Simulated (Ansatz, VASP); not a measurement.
## Sb: VASP beside Ansatz

```
Sb
1.0
    -1.74882    1.74882    1.74882
     1.74882   -1.74882    1.74882
     1.74882    1.74882   -1.74882
Sb
1
Direct
  0.00000 0.00000 0.00000
```

Change from the starting cell: volume scaled by 0.84, LAPW.

Alike in both runs: task single point; functional LDA; k mesh 14 × 14 × 14; occupations fermi-dirac, width 0.08 eV; no spin polarisation.

```csv
,VASP,Ansatz
version,VASP 6.6.1,Ansatz 0.2.0
potentials or method,"VASP PAW LDA potentials, release 64 (Sb), cutoff 520 eV","all-electron LAPW, scalar-relativistic"
```

```tsv
	VASP	Ansatz	Ansatz less VASP
pressure (GPa)	19.3	18.8	-0.55
```

LDA's correlation is that of Perdew and Zunger in VASP and of Perdew and Wang (1992) in Ansatz. Ansatz ran all-electron here, and VASP with PAW potentials.

Spin-orbit coupling is off throughout.
